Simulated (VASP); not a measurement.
Al, 1 atom in the cell. The structure is tetragonal, space group I4/mmm (No. 139). The conventional cell has a = 2.794 Å, b = 2.794 Å, c = 4.375 Å, α = 90.00°, β = 90.00°, γ = 90.00°. Within 3.7 Å of Al (site symmetry 4/mmm) lie 12 Al at 2.79 to 2.95 Å.  This cell differs from its parent crystal: volume 17.083 Å^3 an atom, c/a of the conventional cell 1.5658.

```yaml
Program: VASP 6.6.1
Task: single point
Functional: LDA
Potentials_or_basis: VASP PAW LDA potentials, release 64 (Al)
Cutoff: 520 eV
k_mesh: 22 × 22 × 22
Occupations: gaussian, width 0.15 eV
Spin: no spin polarisation
Dipole_correction: no
Further_INCAR_settings: ALGO = Normal; EDIFF = 1e-07; NBANDS = 8
```

Potentials or basis: VASP PAW LDA potentials, release 64 (Al).

Command:

```bash
$ cat potpaw_LDA.64/Al/POTCAR > POTCAR
$ mpirun -np 1 vasp_std > vasp.out
```

Hardware: 1 thread of AMD EPYC 9R45 (Zen 5), with other jobs on the host.

Q: How long does it take, and how much memory?

A: It took 80 s on 1 thread of AMD EPYC 9R45 (Zen 5) (shared host), peak memory 0.17 GiB. Counts: scf iterations 10, k points 834.
